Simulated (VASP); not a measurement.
# SnSe (Fm-3m) in VASP: notebook, part 2 of 2

VASP 6.6.1. The steps go on from the part before.

### 3 Single point, PBEsol

This run uses another cell than the first one, of 24.37 Å³/atom, 1.059 times its volume.

File INCAR:

```
SYSTEM = SnSe
PREC = Accurate
ENCUT = 520
EDIFF = 1E-6
ISMEAR = -1
SIGMA = 0.05
LREAL = .False.
LASPH = .True.
NELM = 60
ALGO = Normal
ISIF = 2
LWAVE = .False.
LCHARG = .True.
GGA = PS
LELF = .True.
LVHAR = .True.
NBANDS = 17
```

File KPOINTS:

```
regular mesh
0
Gamma
  8 8 8
  0 0 0
```

File POSCAR:

```
SnSe
1.0
    0.0000000000      2.8992525161      2.8992525161
    2.8992525161      0.0000000000      2.8992525161
    2.8992525161      2.8992525161      0.0000000000
Sn Se
1 1
Direct
    0.0000000000      0.0000000000      0.0000000000
    0.5000000000      0.5000000000      0.5000000000
```

Potentials or basis: VASP PAW PBE potentials, release 64 (Sn_d, Se).

Run with:

```sh
> cat potpaw_PBE.64/Sn_d/POTCAR potpaw_PBE.64/Se/POTCAR > POTCAR
> mpirun -np 1 vasp_std > vasp.out
```

OUTCAR:

```text
SYSTEM = SnSe
   PREC = Accurate
   ENCUT = 520
   EDIFF = 1E-6
   ISMEAR = -1
   LREAL = .False.
   LASPH = .True.
   NELM = 60
   ISIF = 2
   GGA = PS

 ion  position               nearest neighbor table
   1  0.000  0.000  0.000-   2 2.90   2 2.90   2 2.90   2 2.90   2 2.90   2 2.90
   2  0.500  0.500  0.500-   1 2.90   1 2.90   1 2.90   1 2.90   1 2.90   1 2.90

  LATTYP: Found a face centered cubic cell.
 ALAT       =     5.7985050322

  Lattice vectors:

 A1 = (   0.0000000000,   2.8992525161,   2.8992525161)
 A2 = (   2.8992525161,   0.0000000000,   2.8992525161)
 A3 = (   2.8992525161,   2.8992525161,   0.0000000000)

Analysis of symmetry for initial positions (statically):
=====================================================================
 Subroutine PRICEL returns:
 Original cell was already a primitive cell.

 Routine SETGRP: Setting up the symmetry group for a
 face centered cubic supercell.

 Subroutine GETGRP returns: Found 48 space group operations
[... 9 lines left out ...]

 Routine SETGRP: Setting up the symmetry group for a
 face centered cubic supercell.

 Subroutine GETGRP returns: Found 48 space group operations
[... 11 lines left out ...]
                                     Primitive cell

  volume of cell :      48.7403

  direct lattice vectors                    reciprocal lattice vectors
     0.000000000  2.899252516  2.899252516    -0.172458245  0.172458245  0.172458245
     2.899252516  0.000000000  2.899252516     0.172458245 -0.172458245  0.172458245
     2.899252516  2.899252516  0.000000000     0.172458245  0.172458245 -0.172458245

  length of vectors
     4.100162229  4.100162229  4.100162229     0.298706442  0.298706442  0.298706442

  position of ions in fractional coordinates (direct lattice)
     0.000000000  0.000000000  0.000000000
     0.500000000  0.500000000  0.500000000

  ion indices of the primitive-cell ions
   primitive index   ion index
                 1           1
                 2           2

----------------------------------------------------------------------------------------

 KPOINTS: regular mesh

Automatic generation of k-mesh.
 Grid dimensions read from file:
 generate k-points for:    8    8    8

 Generating k-lattice:

  Cartesian coordinates                     Fractional coordinates (reciprocal lattice)
    -0.021557281  0.021557281  0.021557281     0.125000000  0.000000000  0.000000000
     0.021557281 -0.021557281  0.021557281     0.000000000  0.125000000  0.000000000
     0.021557281  0.021557281 -0.021557281     0.000000000  0.000000000  0.125000000

  Length of vectors
     0.037338305  0.037338305  0.037338305

  Shift w.r.t. Gamma in fractional coordinates (k-lattice)
     0.000000000  0.000000000  0.000000000

 Subroutine IBZKPT returns following result:
 ===========================================

 Found     29 irreducible k-points:

 Following reciprocal coordinates:
            Coordinates               Weight
  0.000000  0.000000  0.000000      1.000000
  0.125000  0.000000  0.000000      8.000000
  0.250000  0.000000  0.000000      8.000000
  0.375000  0.000000  0.000000      8.000000
  0.500000  0.000000  0.000000      4.000000
  0.125000  0.125000  0.000000      6.000000
[... 16 lines left out ...]
  0.500000  0.250000  0.125000     48.000000
 -0.375000  0.250000  0.125000     24.000000
 [... further k-points ...]
   k-points           NKPTS =     29   k-points in BZ     NKDIM =     29   number of bands    NBANDS=     17
   number of dos      NEDOS =    301   number of ions     NIONS =      2
   total plane-waves  NPLWV =  27000
   dimension x,y,z NGX =    30 NGY =   30 NGZ =   30
   dimension x,y,z NGXF=    60 NGYF=   60 NGZF=   60
   ions per type =               1   1
   NGX,Y,Z   is equivalent  to a cutoff of  12.16, 12.16, 12.16 a.u.
   NGXF,Y,Z  is equivalent  to a cutoff of  24.33, 24.33, 24.33 a.u.
 SYSTEM =  SnSe
   PREC   = accura    normal or accurate (medium, high low for compatibility)
   ISTART =      0    job   : 0-new  1-cont  2-samecut
   ICHARG =      2    charge: 1-file 2-atom 10-const
   ISPIN  =      1    spin polarized calculation?
   LNONCOLLINEAR =      F non collinear calculations
   LSORBIT =      F    spin-orbit coupling
   LASPH  =      T    aspherical Exc in radial PAW
   ENCUT  =  520.0 eV  38.22 Ry    6.18 a.u.   7.62  7.62  7.62*2*pi/ulx,y,z
   NELM   =     60;   NELMIN=  2; NELMDL= -5     # of ELM steps
   EDIFF  = 0.1E-05   stopping-criterion for ELM
   LREAL  =      F    real-space projection
   EDIFFG = 0.1E-04   stopping-criterion for IOM
   NSW    =      0    number of steps for IOM
   IBRION =     -1    ionic relax: 0-MD 1-quasi-New 2-CG
   NFREE  =      0    steps in history (QN), initial steepest desc. (CG)
   ISIF   =      2    stress and relaxation
   ISYM   =      2    0-nonsym 1-usesym 2-fastsym
   POTIM  = 0.5000    time-step for ionic-motion
   TEBEG  =    0.0;   TEEND  =   0.0 temperature during run
   PSTRESS=    0.0 pullay stress
   NELECT =      20.0000    total number of electrons
   NUPDOWN=      -1.0000    fix difference up-down
   EMIN   =  10.00;   EMAX   =-10.00  energy-range for DOS
   EFERMI =   0.00;   METHOD = LEGACY
   ISMEAR =    -1;   SIGMA  =   0.05  broadening in eV -4-tet -1-fermi 0-gaus
   EFERMI_NEDOS =   21; number of points for ismear=-14 and -15
   IALGO  =     38    algorithm
   IMIX   =      4    mixing-type and parameters
     AMIX     =   0.40;   BMIX     =  1.00
     AMIX_MAG =   1.60;   BMIX_MAG =  1.00
  volume/ion in A,a.u.               =      24.37       164.46
  Fermi-wavevector in a.u.,A,eV,Ry     =   1.216528  2.298905 20.135812  1.479940
  Thomas-Fermi vector in A             =   2.351879
   LORBIT       =      0    0 simple, 1 ext, 2 COOP (PROOUT), +10 PAW based schemes
   GGA     = PS    functional components
   LHFCALC =     F    Hartree Fock is set to
   AEXX    =    0.0000 exact exchange contribution
   IVDW    =     0    specifies the selected vdW correction
   LEPSILON=     F    determine dielectric tensor
   LRPA    =     F    only Hartree local field effects (RPA)
 non-spin polarized calculation
  energy-cutoff  :      520.00
  volume of cell :       48.74
 maximum number of plane-waves:      1363
   NGX = 15   NGY = 15   NGZ = 15

 number of electron      19.9999997 magnetization

 Free energy of the ion-electron system (eV)
  ---------------------------------------------------
  ext. energy  EPLUGINS =         0.00000000
  ---------------------------------------------------
  free energy    TOTEN  =        -8.92860657 eV

  energy without entropy =       -8.92852378  energy(sigma->0) =       -8.92856518

 E-fermi :   7.1108     XC(G=0): -10.2925

 val. band max:        6.7705761821   @ k =  -0.2500   0.1250   0.0000
 cond. band min:       7.4519613479   @ k =  -0.3750   0.1250   0.0000
 fundamental gap:      0.6813851658
 Fermi energy:         7.1108497831

 k-point     1 :       0.0000    0.0000    0.0000
  band No.  band energies     occupation
      1     -14.7367      2.00000
      2     -14.7367      2.00000
      3     -14.7316      2.00000
      4     -14.7316      2.00000
      5     -14.7316      2.00000
      6      -7.9451      2.00000
[... 9 lines left out ...]
     16      12.4200      0.00000
     17      14.6380      0.00000

 k-point     2 :       0.1250    0.0000    0.0000
  band No.  band energies     occupation
      1     -14.7383      2.00000
      2     -14.7383      2.00000
      3     -14.7311      2.00000
      4     -14.7290      2.00000
      5     -14.7290      2.00000
      6      -7.8103      2.00000
[... 9 lines left out ...]
     16      12.8438      0.00000
     17      15.9904      0.00000

 k-point     3 :       0.2500    0.0000    0.0000
  band No.  band energies     occupation
      1     -14.7431      2.00000
      2     -14.7431      2.00000
      3     -14.7300      2.00000
      4     -14.7217      2.00000
      5     -14.7217      2.00000
      6      -7.4407      2.00000
[... 392 lines left out ...]
 k-point    23 :       0.5000    0.2500    0.1250
  band No.  band energies     occupation
      1     -14.7600      2.00000
      2     -14.7406      2.00000
      3     -14.7285      2.00000
      4     -14.7157      2.00000
      5     -14.7113      2.00000
      6      -6.7279      2.00000
[... 9 lines left out ...]
     16      16.6968      0.00000
     17      18.3285      0.00000

 k-point    24 :      -0.3750    0.2500    0.1250
  band No.  band energies     occupation
      1     -14.7616      2.00000
      2     -14.7426      2.00000
      3     -14.7243      2.00000
      4     -14.7178      2.00000
      5     -14.7089      2.00000
      6      -6.5285      2.00000
[... 9 lines left out ...]
     16      17.8256      0.00000
     17      17.8610      0.00000

 [... further k-points ...]
[... 5 lines left out ...]
  --------------------------------------------------------------------------------------
  -------------------------------------------------------------------------------------
  Total        1.5233737      1.5233737      1.5233737     -0.0000000     -0.0000000      0.0000000
  in kB       50.0759158     50.0759158     50.0759158     -0.0000000     -0.0000000      0.0000000
  external PRESSURE =      50.0759158 kB  Pullay stress =       0.0000000 kB

 VOLUME and BASIS-vectors are now :
 -----------------------------------------------------------------------------
  energy-cutoff  :      520.00
  volume of cell :       48.74
      direct lattice vectors                 reciprocal lattice vectors
     0.000000000  2.899252516  2.899252516    -0.172458245  0.172458245  0.172458245
     2.899252516  0.000000000  2.899252516     0.172458245 -0.172458245  0.172458245
     2.899252516  2.899252516  0.000000000     0.172458245  0.172458245 -0.172458245

 POSITION                                       TOTAL-FORCE (eV/Angst)
 -----------------------------------------------------------------------------------
      0.00000      0.00000      0.00000         0.000000      0.000000      0.000000
      2.89925      2.89925      2.89925        -0.000000     -0.000000     -0.000000
 -----------------------------------------------------------------------------------
    total drift:                               -0.000000      0.000000      0.000000

  FREE ENERGIE OF THE ION-ELECTRON SYSTEM (eV)
  ---------------------------------------------------
  free  energy   TOTEN  =        -8.9286065685 eV

  energy  without entropy=       -8.9285237822  energy(sigma->0) =       -8.92856518
```

OSZICAR:

```text
N       E                     dE             d eps       ncg     rms          rms(c)
DAV:   1     0.131753425383E+03    0.13175E+03   -0.98190E+03  1003   0.148E+03
DAV:   2     0.271385602700E+01   -0.12904E+03   -0.12508E+03  1052   0.353E+02
DAV:   3    -0.876329941391E+01   -0.11477E+02   -0.11360E+02  1223   0.914E+01
DAV:   4    -0.904586845609E+01   -0.28257E+00   -0.28237E+00  1149   0.152E+01
DAV:   5    -0.905394125985E+01   -0.80728E-02   -0.80725E-02  1369   0.252E+00    0.374E+00
DAV:   6    -0.893473909653E+01    0.11920E+00   -0.25249E-01  1454   0.366E+00    0.230E+00
DAV:   7    -0.892897258051E+01    0.57665E-02   -0.57767E-02  1271   0.130E+00    0.917E-01
DAV:   8    -0.892865332477E+01    0.31926E-03   -0.56985E-03  1267   0.690E-01    0.677E-02
DAV:   9    -0.892860448628E+01    0.48838E-04   -0.72934E-04  1449   0.248E-01    0.426E-02
DAV:  10    -0.892860520219E+01   -0.71591E-06   -0.73691E-05  1259   0.616E-02    0.816E-03
DAV:  11    -0.892860665074E+01   -0.14485E-05   -0.79248E-06  1290   0.232E-02    0.395E-03
DAV:  12    -0.892860656853E+01    0.82205E-07   -0.35838E-07   666   0.808E-03
   1 F= -.89286066E+01 E0= -.89285652E+01  d E =-.827863E-04
```

stdout:

```text
POSCAR found type information on POSCAR SnSe
 POSCAR found :  2 types and       2 ions
 scaLAPACK will be used
 -----------------------------------------------------------------------------
|                                                                             |
|                                                                             |
|     You enforced a specific xc type in the INCAR file but a different       |
|     I HOPE YOU KNOW WHAT YOU ARE DOING!                                     |
|                                                                             |
 -----------------------------------------------------------------------------

 LDA part: xc-table for (Slater+PW92), standard interpolation
 POSCAR, INCAR and KPOINTS ok, starting setup
 FFT: planning ... GRIDC
 FFT: planning ... GRID_SOFT
 FFT: planning ... GRID
 WAVECAR not read
 entering main loop
```

Wall time 20 s (1 thread of Intel Xeon 6975P-C, shared host); peak memory 0.18 GiB.

What came out:

```
Free energy            : -8.9286 eV
Pressure               : 5.0 GPa
Band gap on the k mesh : 0.68 eV, indirect (least direct gap 0.87 eV)
```

Caveat: the PAW data sets were made with another functional, which shifts forces and pressure a little; spin-orbit coupling is left out, which moves the levels of the heavy elements. A k mesh can miss the band edges.

### 4 Single point, PBEsol

This run uses another cell than the first one, of 26.27 Å³/atom, 1.142 times its volume.

File INCAR:

```
  PREC = Accurate
  ENCUT = 520
  EDIFF = 1E-7
  ISMEAR = -1
  SIGMA = 0.05
  LREAL = False
  LASPH = True
  NELM = 60
  ALGO = Normal
  ISIF = 2
  LWAVE = False
  LCHARG = True
  GGA = PS
  LELF = True
  LVHAR = True
  NBANDS = 17
```

File KPOINTS:

```
regular mesh
0
Gamma
  8 8 8
```

File POSCAR:

```
SnSe
1.0
    0.0000000000      2.9727978773      2.9727978773
    2.9727978773      0.0000000000      2.9727978773
    2.9727978773      2.9727978773      0.0000000000
Sn Se
1 1
Direct
    0.0000000000      0.0000000000      0.0000000000
    0.5000000000      0.5000000000      0.5000000000
```

Potentials or basis: VASP PAW PBE potentials, release 64 (Sn_d, Se).

Run with:

```sh
> cat potpaw_PBE.64/Sn_d/POTCAR potpaw_PBE.64/Se/POTCAR > POTCAR
> mpirun -np 1 vasp_std > vasp.out
```

OUTCAR:

```text
PREC = Accurate
   ENCUT = 520
   EDIFF = 1E-7
   ISMEAR = -1
   LREAL = False
   LASPH = True
   NELM = 60
   ISIF = 2
   GGA = PS

 ion  position               nearest neighbor table
   1  0.000  0.000  0.000-   2 2.97   2 2.97   2 2.97   2 2.97   2 2.97   2 2.97
   2  0.500  0.500  0.500-   1 2.97   1 2.97   1 2.97   1 2.97   1 2.97   1 2.97

  LATTYP: Found a face centered cubic cell.
 ALAT       =     5.9455957546

  Lattice vectors:

 A1 = (   0.0000000000,   2.9727978773,   2.9727978773)
 A2 = (   2.9727978773,   0.0000000000,   2.9727978773)
 A3 = (   2.9727978773,   2.9727978773,   0.0000000000)

Analysis of symmetry for initial positions (statically):
=====================================================================
 Subroutine PRICEL returns:
 Original cell was already a primitive cell.

 Routine SETGRP: Setting up the symmetry group for a
 face centered cubic supercell.

 Subroutine GETGRP returns: Found 48 space group operations
[... 9 lines left out ...]

 Routine SETGRP: Setting up the symmetry group for a
 face centered cubic supercell.

[... 143 lines left out ...]
 Free energy of the ion-electron system (eV)
  ---------------------------------------------------
  ext. energy  EPLUGINS =         0.00000000
  ---------------------------------------------------
  free energy    TOTEN  =        -8.98565399 eV

  energy without entropy =       -8.98561801  energy(sigma->0) =       -8.98563600

 E-fermi :   6.1081     XC(G=0):  -9.9456

 val. band max:        5.7495482299   @ k =   0.5000   0.0000   0.0000
 cond. band min:       6.4983266731   @ k =  -0.3750   0.1250   0.0000
 fundamental gap:      0.7487784433
 Fermi energy:         6.1081427199

 k-point     1 :       0.0000    0.0000    0.0000
  band No.  band energies     occupation
      1     -15.6183      2.00000
      2     -15.6183      2.00000
      3     -15.6173      2.00000
      4     -15.6173      2.00000
      5     -15.6173      2.00000
      6      -8.2760      2.00000
[... 457 lines left out ...]
      4     -15.6069      2.00000
      5     -15.6006      2.00000
      6      -7.0859      2.00000
[... 9 lines left out ...]
     16      16.6902      0.00000
     17      16.7850      0.00000

 [... further k-points ...]
[... 5 lines left out ...]
  --------------------------------------------------------------------------------------
  -------------------------------------------------------------------------------------
  Total        0.0040945      0.0040945      0.0040945     -0.0000000     -0.0000000      0.0000000
  in kB        0.1248496      0.1248496      0.1248496     -0.0000000     -0.0000000      0.0000000
  external PRESSURE =       0.1248496 kB  Pullay stress =       0.0000000 kB

 VOLUME and BASIS-vectors are now :
 -----------------------------------------------------------------------------
  energy-cutoff  :      520.00
  volume of cell :       52.54
      direct lattice vectors                 reciprocal lattice vectors
     0.000000000  2.972797877  2.972797877    -0.168191724  0.168191724  0.168191724
     2.972797877  0.000000000  2.972797877     0.168191724 -0.168191724  0.168191724
     2.972797877  2.972797877  0.000000000     0.168191724  0.168191724 -0.168191724

 POSITION                                       TOTAL-FORCE (eV/Angst)
 -----------------------------------------------------------------------------------
      0.00000      0.00000      0.00000         0.000000      0.000000     -0.000000
      2.97280      2.97280      2.97280        -0.000000     -0.000000      0.000000
 -----------------------------------------------------------------------------------
    total drift:                                0.000000     -0.000000     -0.000000

  FREE ENERGIE OF THE ION-ELECTRON SYSTEM (eV)
  ---------------------------------------------------
  free  energy   TOTEN  =        -8.9856539946 eV

  energy  without entropy=       -8.9856180078  energy(sigma->0) =       -8.98563600
```

stdout:

```text
POSCAR found type information on POSCAR SnSe
 POSCAR found :  2 types and       2 ions
 scaLAPACK will be used
 -----------------------------------------------------------------------------
|                                                                             |
|                                                                             |
|     You enforced a specific xc type in the INCAR file but a different       |
|     I HOPE YOU KNOW WHAT YOU ARE DOING!                                     |
|                                                                             |
 -----------------------------------------------------------------------------

 LDA part: xc-table for (Slater+PW92), standard interpolation
 POSCAR, INCAR and KPOINTS ok, starting setup
 FFT: planning ... GRIDC
 FFT: planning ... GRID_SOFT
 FFT: planning ... GRID
 WAVECAR not read
 entering main loop
```

It took 16 s on 1 thread of Intel Xeon 6975P-C, shared host; peak memory 0.19 GiB.

What came out:

* Free energy: -8.9857 eV
* Pressure: 0.0 GPa
* Band gap on the k mesh: 0.75 eV, indirect (least direct gap 0.82 eV)

Caveat: the PAW data sets were made with another functional, which shifts forces and pressure a little; spin-orbit coupling is left out, which moves the levels of the heavy elements. A k mesh can miss the band edges.

### 5 Summary

| cell | gap on the mesh (eV) | pressure (GPa) |
| --- | --- | --- |
| a = 4.022 Å, angles 60.0°, 2 atoms | 0.59 | 10.1 |
| a = 4.100 Å, angles 60.0°, 2 atoms | 0.68 | 5.0 |
| a = 4.204 Å, angles 60.0°, 2 atoms | 0.75 | 0.0 |

Alike in all rows: task single point; level PBEsol; potentials or basis VASP PAW PBE potentials, release 64 (Sn_d, Se); no spin polarisation; k mesh 8 × 8 × 8; cutoff (eV) 520; smearing fermi-dirac 0.05 eV.

Caveats: the PAW data sets were made with another functional, which shifts forces and pressure a little; spin-orbit coupling is left out, which moves the levels of the heavy elements.

Total energies depend on the potentials used, so only differences within one code and one set of settings carry meaning.
